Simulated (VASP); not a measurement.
A run of VASP 6.6.1:

Contents of INCAR:

```
SYSTEM = La
ALGO = Normal
EDIFF = 1E-6
EDIFFG = -0.01
ENCUT = 600
GGA = CA
IBRION = 2
ISIF = 3
ISMEAR = 1
LASPH = .TRUE.
LCHARG = .FALSE.
LREAL = .FALSE.
LWAVE = .FALSE.
NELM = 60
NSW = 80
PREC = Accurate
PSTRESS = 150.0
SIGMA = 0.05
```

The input KPOINTS:

```
k-points
0
G
  8 8 8
  0 0 0
```

The input POSCAR:

```
La
1.0
    2.1050000000      2.1050000000      2.1050000000
   -2.1050000000      2.1050000000      2.1050000000
   -2.1050000000     -2.1050000000      2.1050000000
La
1
Direct
    0.0000000000      0.0000000000      0.0000000000
```

Potentials or basis: VASP PAW LDA potentials, release 64 (La).

Run with:

```sh
$ cat potpaw_LDA.64/La/POTCAR > POTCAR
$ mpirun -np 1 vasp_std > vasp.out
```

Hardware: 1 thread of Intel(R) Xeon(R) 6975P-C (Granite Rapids) (shared host).

Task: Estimate the wall time of this run.

Result: Run time: 46 s on 1 thread of Intel(R) Xeon(R) 6975P-C (Granite Rapids), with other jobs on the host, peak memory 0.2 GiB. Counts: scf iterations 80, k points 29, ion steps 9.
